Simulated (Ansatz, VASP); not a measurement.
Two plane-wave programs on Hf3ZrTe8

File INCAR:

```
SYSTEM = Hf3ZrTe8
PREC = Accurate ; ENCUT = 520
EDIFF = 1E-6 ; ISMEAR = 0
SIGMA = 0.2 ; LREAL = .FALSE.
LASPH = .TRUE. ; NELM = 60
ALGO = Normal ; ISIF = 2
LWAVE = .FALSE. ; LCHARG = .FALSE.
GGA = PE ; NBANDS = 57
```

Contents of KPOINTS:

```
Automatic mesh
0
G
  4 3 3
  0 0 0
```

The input POSCAR:

```
Hf3ZrTe8
1.0
    0.0000000000      0.0000000000      7.1690620000
    7.9490396908      0.0000000289      0.0000000000
   -3.9745198704      6.8840702935      0.0000000000
Zr Hf Te
1 3 8
Direct
    0.0000000000      0.0000000000      0.0000000000
    0.0000000000      0.0000000000      0.5000000000
    0.0000000000      0.5000000000      0.0000000000
    0.0000000000      0.5000000000      0.5000000000
    0.7514940000      0.3354200000      0.1677100000
    0.7526030000      0.3333333333      0.6666666667
    0.7514940000      0.8322900000      0.1677100000
    0.7514940000      0.8322900000      0.6645800000
    0.2485060000      0.1677100000      0.3354200000
    0.2485060000      0.1677100000      0.8322900000
    0.2473970000      0.6666666667      0.3333333333
    0.2485060000      0.6645800000      0.8322900000
```

Input for Ansatz:

```yaml
crystal:
  lattice:
    - [0.0, 0.0, 7.169062]
    - [7.9490396908, 2.89e-08, 0.0]
    - [-3.9745198704, 6.8840702935, 0.0]
  atoms:
    - { symbol: Zr, position: [0.0, 0.0, 0.0] }
    - { symbol: Hf, position: [0.0, 0.0, 0.5] }
    - { symbol: Hf, position: [0.0, 0.5, 0.0] }
    - { symbol: Hf, position: [0.0, 0.5, 0.5] }
    - { symbol: Te, position: [0.751494, 0.33542, 0.16771] }
    - { symbol: Te, position: [0.752603, 0.3333333333, 0.6666666667] }
    - { symbol: Te, position: [0.751494, 0.83229, 0.16771] }
    - { symbol: Te, position: [0.751494, 0.83229, 0.66458] }
    - { symbol: Te, position: [0.248506, 0.16771, 0.33542] }
    - { symbol: Te, position: [0.248506, 0.16771, 0.83229] }
    - { symbol: Te, position: [0.247397, 0.6666666667, 0.3333333333] }
    - { symbol: Te, position: [0.248506, 0.66458, 0.83229] }
basis:
  ecutwfc: 420
kpoints:
  mp_grid: { grid: [4, 3, 3] }
hamiltonian:
  xc: pbe
scf:
  occupations: { method: gaussian, width: 0.2 }
  lower_state_search: "off"
output:
  forces: true
  stress: true
  eigenvalues: true
```

Alike in both runs: task single point; functional PBE; k mesh 4 × 3 × 3; occupations gaussian, width 0.2 eV; no spin polarisation.

```csv
,VASP,Ansatz
version,VASP 6.6.1,Ansatz 0.2.0
potentials or method,"VASP PAW PBE potentials, release 64 (Zr_sv, Hf_pv, Te), cutoff 520 eV","scalar-relativistic, plane waves, PAW"
valence electrons in the cell,90,218
```

|  | VASP | Ansatz | Ansatz less VASP |
| --- | --- | --- | --- |
| gap on the k mesh at the Fermi level (eV) | none | none | - |
| pressure (GPa) | -0.1 | 0.0 | +0.12 |
| traceless stress, the component that is largest in VASP (GPa) | 0.16 | 0.15 | -0.013 |
| rms of the force components (eV/Å) | 0.010 | 0.006 | -0.0038 |

Atom by atom the forces differ by 0.010 eV/Å (rms over components). A gap of «none» marks a metal or a gap that the smearing closes. With one functional, cell and mesh, what is left measures potentials, basis and numerics. VASP's potentials hold 90 valence electrons a cell and Ansatz's 218, so a difference there can come from the potentials and not from the codes.

Spin-orbit coupling is off throughout.
